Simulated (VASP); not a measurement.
CdSe, 4 atoms in the cell. It takes space group P6_3mc (No. 186, hexagonal). Conventional cell: a = 4.273 Å, b = 4.273 Å, c = 7.010 Å, α = 90.00°, β = 90.00°, γ = 120.00°. Within 3.5 Å of Cd (site symmetry 3m) lie 4 Se at 2.62 Å. Within 3.5 Å of Se (site symmetry 3m) lie 4 Cd at 2.62 Å. 

- Program: VASP 6.6.1
- Task: single point
- Functional: PBE
- Potentials or basis: VASP PAW PBE potentials, release 64 (Cd, Se)
- Cutoff: 520 eV
- k mesh: 8 × 8 × 5
- Occupations: gaussian, width 0.05 eV
- Spin: no spin polarisation
- Dipole correction: no
- Further INCAR settings: ALGO = Normal; EDIFF = 1e-06; NBANDS = 26

Potentials or basis: VASP PAW PBE potentials, release 64 (Cd, Se).

Command:

```console
$ cat potpaw_PBE.64/Cd/POTCAR potpaw_PBE.64/Se/POTCAR > POTCAR
$ mpirun -np 1 vasp_std > vasp.out
```

Hardware: 1 thread of AMD EPYC 7R13 (shared host).

Problem. Estimate the wall time of this run.

Solution. Run time: 2.5 min on 1 thread of AMD EPYC 7R13, on a shared host, peak memory 0.23 GiB. Counts: scf iterations 14, k points 30.
